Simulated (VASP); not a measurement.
The system is AlV2C.

```
Al V C
1.0
     2.90645    0.00000    0.00000
    -1.45322    2.51706    0.00000
     0.00000    0.00000   13.13471
Al V C
2 4 2
Cartesian
  0.0000 1.6780 3.2837
  1.4532 0.8390 9.8510
  0.0000 1.6780 7.6834
  1.4532 0.8390 5.4513
  1.4532 0.8390 1.1161
  0.0000 1.6780 12.0186
  0.0000 0.0000 0.0000
  0.0000 0.0000 6.5674
```

```yaml
Program: VASP 6.6.1
Task: relaxation of cell and atoms
Functional: PBEsol
Potentials_or_basis: VASP PAW PBE potentials, release 64 (Al, V_sv, C)
Cutoff: 600 eV
k_mesh: 15 × 15 × 4
Occupations: gaussian, width 0.1 eV
Spin: no spin polarisation
```

At the start: pressure -5.3 GPa; volume 12.01 Å³/atom.

Problem. Where does the relaxation end?

Solution. Over 9 steps the energy falls by 5.2 meV/atom and the volume is 11.70 Å³/atom (-2.6 %); space group P6_3/mmc (No. 194, to 0.1 Å) before and after.

Step by step:
| step | energy change (eV) | largest force (eV/Å) | pressure (GPa) | volume (Å³) |
| --- | --- | --- | --- | --- |
| 1 | 0.0000 | 0.2470 | -5.30 | 96.09 |
| 2 | 0.0532 | 0.7417 | 8.48 | 90.67 |
| 3 | -0.0398 | 0.1156 | -0.23 | 93.90 |
| 4 | -0.0398 | 0.1233 | -0.08 | 93.86 |
| 5 | -0.0414 | 0.0245 | 0.01 | 93.63 |
| 6 | -0.0415 | 0.0039 | 0.09 | 93.59 |
| 7 | -0.0415 | 0.0065 | 0.05 | 93.59 |
| 8 | -0.0415 | 0.0030 | -0.15 | 93.65 |
| 9 | -0.0415 | 0.0037 | 0.02 | 93.61 |

Final structure:
```
Al V C
1.0
     2.88021    0.00000    0.00000
    -1.44011    2.49434    0.00000
     0.00000    0.00000   13.02968
Al V C
2 4 2
Direct
  0.33333 0.66667 0.25000
  0.66667 0.33333 0.75000
  0.33333 0.66667 0.58506
  0.66667 0.33333 0.41494
  0.66667 0.33333 0.08506
  0.33333 0.66667 0.91494
  0.00000 0.00000 0.00000
  0.00000 0.00000 0.50000
```

Caveat: the PAW data sets were made with another functional, which shifts forces and pressure a little.
